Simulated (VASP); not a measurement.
# In (P6_3/mmc) in VASP: further runs

Runs on In. Level: r2SCAN. Tasks: single point.

All numbers are computed with VASP 6.6.1; they aren't measurements. Logs are shortened: lines on timing, memory, paths and dates and some standing lists are left out, and cuts for length are marked.

## (1) The cell of the first run

It takes space group P6_3/mmc (No. 194, hexagonal). The conventional cell has a = 3.224 Å, b = 3.224 Å, c = 10.349 Å, α = 90.00°, β = 90.00°, γ = 120.00°. In (site symmetry -3m) has 12 In at 3.19 to 3.22 Å within 4.2 Å. In (site symmetry -6m2) has 12 In at 3.19 to 3.22 Å within 4.2 Å.

This isn't the form of In at room conditions, which is tetragonal.

## (2) Single point, r2SCAN

POSCAR reads:

```
In
1.0
    3.2235139544      0.0000000000      0.0000000000
   -1.6117569772      2.7916441170      0.0000000000
    0.0000000000      0.0000000000     10.3491889889
In
4
Direct
    0.0000000000      0.0000000000      0.0000000000
    0.3333333333      0.6666666667      0.2500000000
    0.0000000000      0.0000000000      0.5000000000
    0.6666666667      0.3333333333      0.7500000000
```

INCAR.step1 reads:

```
SYSTEM = In
PREC     = Accurate       ! precision mode
ENCUT    = 520            ! plane-wave cutoff, eV
ISMEAR   = 1              ! smearing method
SIGMA    = 0.15           ! smearing width, eV
LREAL    = .FALSE.        ! projectors in reciprocal space
LASPH    = .TRUE.         ! aspherical terms in the spheres
NELM     = 80             ! most SCF steps
NBANDS   = 34             ! bands
GGA      = PE             ! functional
ALGO     = Normal         ! electronic algorithm
EDIFF    = 1E-4           ! SCF threshold, eV
LWAVE    = .TRUE.         ! write WAVECAR
LCHARG   = .FALSE.        ! write CHGCAR
```

INCAR.step2 reads:

```
SYSTEM = In
PREC     = Accurate       ! precision mode
ENCUT    = 520            ! plane-wave cutoff, eV
EDIFF    = 1E-6           ! SCF threshold, eV
ISMEAR   = 1              ! smearing method
SIGMA    = 0.15           ! smearing width, eV
LREAL    = .FALSE.        ! projectors in reciprocal space
LASPH    = .TRUE.         ! aspherical terms in the spheres
NELM     = 80             ! most SCF steps
ALGO     = Normal         ! electronic algorithm
ISIF     = 2              ! what is computed and relaxed
LWAVE    = .FALSE.        ! write WAVECAR
LCHARG   = .FALSE.        ! write CHGCAR
METAGGA  = R2SCAN         ! meta-GGA
LMIXTAU  = .TRUE.       
NBANDS   = 34             ! bands
ISTART   = 1
```

KPOINTS reads:

```
regular mesh
0
G
  8 8 3
  0 0 0
```

Potentials or basis: VASP PAW PBE potentials, release 64 (In_d).

Launch:

```bash
$ cat potpaw_PBE.64/In_d/POTCAR > POTCAR
$ cp INCAR.step1 INCAR
$ mpirun -np 1 vasp_std > vasp.out
$ cp INCAR.step2 INCAR
$ mpirun -np 1 vasp_std > vasp.out
```

OUTCAR:

```text
SYSTEM = In
   PREC = Accurate
   ENCUT = 520
   EDIFF = 1E-6
   ISMEAR = 1
   LREAL = .FALSE.
   LASPH = .TRUE.
   NELM = 80
   ISIF = 2
   METAGGA = R2SCAN
   ISTART = 1

 ion  position               nearest neighbor table
   1  0.000  0.000  0.000-   2 3.19   4 3.19   4 3.19   2 3.19   4 3.19   2 3.19
   2  0.333  0.667  0.250-   1 3.19   3 3.19   1 3.19   3 3.19   1 3.19   3 3.19
   3  0.000  0.000  0.500-   2 3.19   4 3.19   4 3.19   2 3.19   4 3.19   2 3.19
   4  0.667  0.333  0.750-   1 3.19   3 3.19   1 3.19   3 3.19   1 3.19   3 3.19

  LATTYP: Found a hexagonal cell.
 ALAT       =     3.2235139544
 C/A-ratio  =     3.2105302274

  Lattice vectors:

 A1 = (   3.2235139544,   0.0000000000,   0.0000000000)
 A2 = (  -1.6117569772,   2.7916441170,   0.0000000000)
 A3 = (   0.0000000000,   0.0000000000,  10.3491889889)

Analysis of symmetry for initial positions (statically):
=====================================================================
 Subroutine PRICEL returns:
 Original cell was already a primitive cell.

 Routine SETGRP: Setting up the symmetry group for a
 hexagonal supercell.

 Subroutine GETGRP returns: Found 24 space group operations
 (whereof 12 operations were pure point group operations)
 out of a pool of 24 trial point group operations.

The static configuration has the point symmetry D_3d.
 The point group associated with its full space group is D_6h.

Analysis of symmetry for dynamics (positions and initial velocities):
=====================================================================
 Subroutine PRICEL returns:
 Original cell was already a primitive cell.

 Routine SETGRP: Setting up the symmetry group for a
 hexagonal supercell.

 Subroutine GETGRP returns: Found 24 space group operations
 (whereof 12 operations were pure point group operations)
 out of a pool of 24 trial point group operations.

The dynamic configuration has the point symmetry D_3d.
 The point group associated with its full space group is D_6h.

 Subroutine INISYM returns: Found 24 space group operations
 (whereof 12 operations are pure point group operations),
 and found     1 'primitive' translations

----------------------------------------------------------------------------------------

                                     Primitive cell

  volume of cell :      93.1314

  direct lattice vectors                    reciprocal lattice vectors
     3.223513954  0.000000000  0.000000000     0.310220466  0.179105924  0.000000000
    -1.611756977  2.791644117  0.000000000     0.000000000  0.358211849  0.000000000
     0.000000000  0.000000000 10.349188989     0.000000000  0.000000000  0.096625929

  length of vectors
     3.223513954  3.223513212 10.349188989     0.358211766  0.358211849  0.096625929

  position of ions in fractional coordinates (direct lattice)
     0.000000000  0.000000000  0.000000000
     0.333333333  0.666666667  0.250000000
     0.000000000  0.000000000  0.500000000
     0.666666667  0.333333333  0.750000000

  ion indices of the primitive-cell ions
   primitive index   ion index
                 1           1
                 2           2
                 3           3
                 4           4

----------------------------------------------------------------------------------------

 KPOINTS: regular mesh

Automatic generation of k-mesh.
 Grid dimensions read from file:
 generate k-points for:    8    8    3

 Generating k-lattice:

  Cartesian coordinates                     Fractional coordinates (reciprocal lattice)
     0.038777558  0.022388241  0.000000000     0.125000000  0.000000000  0.000000000
     0.000000000  0.044776481  0.000000000     0.000000000  0.125000000  0.000000000
     0.000000000  0.000000000  0.032208643     0.000000000  0.000000000  0.333333333

  Length of vectors
     0.044776471  0.044776481  0.032208643

  Shift w.r.t. Gamma in fractional coordinates (k-lattice)
     0.000000000  0.000000000  0.000000000

 Subroutine IBZKPT returns following result:
 ===========================================

 Found     20 irreducible k-points:

 Following reciprocal coordinates:
            Coordinates               Weight
  0.000000  0.000000  0.000000      1.000000
  0.125000  0.000000  0.000000      6.000000
  0.250000  0.000000  0.000000      6.000000
  0.375000  0.000000  0.000000      6.000000
  0.500000  0.000000  0.000000      3.000000
  0.125000  0.125000  0.000000      6.000000
[... 12 lines left out ...]
  0.250000  0.250000  0.333333     12.000000
  0.375000  0.250000  0.333333     12.000000
   k-points           NKPTS =     20   k-points in BZ     NKDIM =     20   number of bands    NBANDS=     34
   number of dos      NEDOS =    301   number of ions     NIONS =      4
   total plane-waves  NPLWV =  46080
   dimension x,y,z NGX =    24 NGY =   24 NGZ =   80
   dimension x,y,z NGXF=    48 NGYF=   48 NGZF=  160
   ions per type =               4
   NGX,Y,Z   is equivalent  to a cutoff of  12.38, 12.38, 12.85 a.u.
   NGXF,Y,Z  is equivalent  to a cutoff of  24.75, 24.75, 25.70 a.u.
 SYSTEM =  In
   PREC   = accura    normal or accurate (medium, high low for compatibility)
   ISTART =      1    job   : 0-new  1-cont  2-samecut
   ICHARG =      0    charge: 1-file 2-atom 10-const
   ISPIN  =      1    spin polarized calculation?
   LNONCOLLINEAR =      F non collinear calculations
   LSORBIT =      F    spin-orbit coupling
   LASPH  =      T    aspherical Exc in radial PAW
   ENCUT  =  520.0 eV  38.22 Ry    6.18 a.u.   5.99  5.99 19.24*2*pi/ulx,y,z
   NELM   =     80;   NELMIN=  2; NELMDL=  0     # of ELM steps
   EDIFF  = 0.1E-05   stopping-criterion for ELM
   LREAL  =      F    real-space projection
   EDIFFG = 0.1E-04   stopping-criterion for IOM
   NSW    =      0    number of steps for IOM
   IBRION =     -1    ionic relax: 0-MD 1-quasi-New 2-CG
   NFREE  =      0    steps in history (QN), initial steepest desc. (CG)
   ISIF   =      2    stress and relaxation
   ISYM   =      2    0-nonsym 1-usesym 2-fastsym
   POTIM  = 0.5000    time-step for ionic-motion
   TEBEG  =    0.0;   TEEND  =   0.0 temperature during run
   PSTRESS=    0.0 pullay stress
   NELECT =      52.0000    total number of electrons
   NUPDOWN=      -1.0000    fix difference up-down
   EMIN   =  10.00;   EMAX   =-10.00  energy-range for DOS
   EFERMI =   0.00;   METHOD = LEGACY
   ISMEAR =     1;   SIGMA  =   0.15  broadening in eV -4-tet -1-fermi 0-gaus
   EFERMI_NEDOS =   21; number of points for ismear=-14 and -15
   IALGO  =     38    algorithm
   IMIX   =      4    mixing-type and parameters
     AMIX     =   0.40;   BMIX     =  1.00
     AMIX_MAG =   1.60;   BMIX_MAG =  1.00
  volume/ion in A,a.u.               =      23.28       157.12
  Fermi-wavevector in a.u.,A,eV,Ry     =   1.348064  2.547472 24.725563  1.817278
  Thomas-Fermi vector in A             =   2.475764
   LORBIT       =      0    0 simple, 1 ext, 2 COOP (PROOUT), +10 PAW based schemes
   METAGGA = R2SCAN    functional components
   LHFCALC =     F    Hartree Fock is set to
   AEXX    =    0.0000 exact exchange contribution
   IVDW    =     0    specifies the selected vdW correction
   LEPSILON=     F    determine dielectric tensor
   LRPA    =     F    only Hartree local field effects (RPA)
 non-spin polarized calculation
 Methfessel and Paxton  Order N= 1 SIGMA  =   0.15
  energy-cutoff  :      520.00
  volume of cell :       93.13
 maximum number of plane-waves:      2530
 NGX is ok and might be reduce to    24
   NGX = 11   NGY = 11   NGZ = 39

 number of electron      51.9999979 magnetization

 Free energy of the ion-electron system (eV)
  ---------------------------------------------------
  ext. energy  EPLUGINS =         0.00000000
  ---------------------------------------------------
  free energy    TOTEN  =       -89.99555372 eV

  energy without entropy =      -89.98817841  energy(sigma->0) =      -89.99309528

 E-fermi :   9.0099     XC(G=0): -11.7221

 val. band max:        8.9350829678   @ k =   0.2500   0.2500   0.0000
 cond. band min:       9.0321813512   @ k =   0.2500   0.1250   0.3333
 fundamental gap:      0.0970983833
 Fermi energy:         9.0099363969

 k-point     1 :       0.0000    0.0000    0.0000
  band No.  band energies     occupation
      1      -6.6290      2.00000
      2      -6.5557      2.00000
      3      -6.5050      2.00000
      4      -6.5032      2.00000
      5      -6.5032      2.00000
      6      -6.4718      2.00000
[... 26 lines left out ...]
     33      19.5978      0.00000
     34      20.5944      0.00000

 k-point     2 :       0.1250    0.0000    0.0000
  band No.  band energies     occupation
      1      -6.6030      2.00000
      2      -6.5494      2.00000
      3      -6.5363      2.00000
      4      -6.5046      2.00000
      5      -6.4834      2.00000
      6      -6.4617      2.00000
[... 26 lines left out ...]
     33      18.4159      0.00000
     34      18.9214      0.00000

 k-point     3 :       0.2500    0.0000    0.0000
  band No.  band energies     occupation
      1      -6.6677      2.00000
      2      -6.6017      2.00000
      3      -6.5833      2.00000
      4      -6.5251      2.00000
      5      -6.4946      2.00000
      6      -6.4388      2.00000
[... 26 lines left out ...]
     33      16.7241      0.00000
     34      16.7528      0.00000
[... 556 lines left out ...]
 k-point    19 :       0.2500    0.2500    0.3333
  band No.  band energies     occupation
      1      -6.6435      2.00000
      2      -6.6149      2.00000
      3      -6.5888      2.00000
      4      -6.5410      2.00000
      5      -6.4885      2.00000
      6      -6.4870      2.00000
[... 26 lines left out ...]
     33      12.5694      0.00000
     34      13.8336      0.00000

 k-point    20 :       0.3750    0.2500    0.3333
  band No.  band energies     occupation
      1      -6.6516      2.00000
      2      -6.6515      2.00000
      3      -6.5527      2.00000
      4      -6.5340      2.00000
      5      -6.4967      2.00000
      6      -6.4740      2.00000
[... 26 lines left out ...]
     33      13.3541      0.00000
     34      13.9188      0.00000

------------------------ aborting loop because EDIFF is reached ----------------------------------------

  FORCE on cell =-STRESS in cart. coord.  units (eV):
  Direction    XX          YY          ZZ          XY          YZ          ZX
  --------------------------------------------------------------------------------------
  -------------------------------------------------------------------------------------
  Total        3.8087063      3.8087039      4.8712086      0.0000000      0.0000000      0.0000000
  in kB       65.5227531     65.5227129     83.8014218      0.0000000      0.0000000      0.0000000
  external PRESSURE =      71.6156293 kB  Pullay stress =       0.0000000 kB

 VOLUME and BASIS-vectors are now :
 -----------------------------------------------------------------------------
  energy-cutoff  :      520.00
  volume of cell :       93.13
      direct lattice vectors                 reciprocal lattice vectors
     3.223513954  0.000000000  0.000000000     0.310220466  0.179105924  0.000000000
    -1.611756977  2.791644117  0.000000000     0.000000000  0.358211849  0.000000000
     0.000000000  0.000000000 10.349188989     0.000000000  0.000000000  0.096625929

 POSITION                                       TOTAL-FORCE (eV/Angst)
 -----------------------------------------------------------------------------------
      0.00000      0.00000      0.00000        -0.000000     -0.000000      0.000000
     -0.00000      1.86110      2.58730        -0.000000      0.000000     -0.000000
      0.00000      0.00000      5.17459        -0.000000     -0.000000      0.000000
      1.61176      0.93055      7.76189         0.000000     -0.000000     -0.000000
 -----------------------------------------------------------------------------------
    total drift:                               -0.000000      0.000000     -0.000000

  FREE ENERGIE OF THE ION-ELECTRON SYSTEM (eV)
  ---------------------------------------------------
  free  energy   TOTEN  =       -89.9955537192 eV

  energy  without entropy=      -89.9881784111  energy(sigma->0) =      -89.99309528
```

Wall time 4.6 min (1 thread of Intel Xeon 8259CL, shared host); peak memory 0.23 GiB.

Results:

- Free energy: -89.9956 eV
- Pressure: 7.2 GPa
- Band gap on the k mesh: zero (bands 26 and 27 overlap by 5.15 eV)

Stress tensor (GPa, compression positive):
```
6.55 0.00 0.00
0.00 6.55 0.00
0.00 0.00 8.38
```

Caveat: the cell stands under pressure; the PAW data sets were made with another functional, which shifts forces and pressure a little; spin-orbit coupling is left out, which moves the levels of the heavy elements.

(Part 1 of 2 ends here.)
